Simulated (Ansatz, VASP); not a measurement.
# MgW: VASP beside Ansatz

Contents of INCAR:

```
SYSTEM = MgW
ALGO = Normal
EDIFF = 1E-6
ENCUT = 600
GGA = PE
GGA_COMPAT = .FALSE.
ISIF = 2
ISMEAR = 0
LASPH = .TRUE.
LCHARG = .FALSE.
LREAL = .FALSE.
LWAVE = .FALSE.
NBANDS = 24
NELM = 120
PREC = Accurate
SIGMA = 0.1
```

The input KPOINTS:

```
k-points
0
G
  10 8 8
  0 0 0
```

The input POSCAR:

```
MgW
1.0
    4.9009428000      0.0000000000      0.1784016000
    0.0000000000      5.4935960000      0.0000000000
    0.1578694190      0.0000000000      4.9876693600
Mg W
2 2
Direct
    0.5000000000      0.3125836466      0.7500000000
    0.5000000000      0.6874163534      0.2500000000
    0.0000000000      0.8547380591      0.7500000000
    0.0000000000      0.1452619409      0.2500000000
```

Input for Ansatz:

```yaml
crystal:
  lattice:
    - [4.9009428, 0.0, 0.1784016]
    - [0.0, 5.493596, 0.0]
    - [0.157869419, 0.0, 4.98766936]
  atoms:
    - { symbol: Mg, position: [0.5, 0.3125836466, 0.75] }
    - { symbol: Mg, position: [0.5, 0.6874163534, 0.25] }
    - { symbol: W, position: [0.0, 0.8547380591, 0.75] }
    - { symbol: W, position: [0.0, 0.1452619409, 0.25] }
basis:
  ecutwfc: 420
kpoints:
  mp_grid: { grid: [10, 8, 8] }
hamiltonian:
  xc: pbe
scf:
  occupations: { method: gaussian, width: 0.1 }
output:
  forces: true
  stress: true
  eigenvalues: true
  populations: true
```

Alike in both runs: task single point; functional PBE; k mesh 10 × 8 × 8; occupations gaussian, width 0.1 eV; no spin polarisation.

|  | VASP | Ansatz |
| --- | --- | --- |
| version | VASP 6.6.1 | Ansatz 0.2.0 |
| potentials or method | VASP PAW PBE potentials, release 64 (Mg, W_sv), cutoff 600 eV | scalar-relativistic, plane waves, PAW |
| valence electrons in the cell | 32 | 48 |

```csv
,VASP,Ansatz,Ansatz less VASP
gap on the k mesh at the Fermi level (eV),none,none,-
pressure (GPa),-19.2,-19.1,+0.05
"traceless stress, the component that is largest in VASP (GPa)",-5.97,-5.97,-0.002
rms of the force components (eV/Å),0.974,0.977,+0.0027
```

Atom by atom the forces differ by 0.003 eV/Å (rms over components). A gap of «none» marks a metal or a gap that the smearing closes. With one functional, cell and mesh, what is left measures potentials, basis and numerics. VASP's potentials hold 32 valence electrons a cell and Ansatz's 48, so a difference there can come from the potentials and not from the codes.

Neither program's run includes spin-orbit coupling.
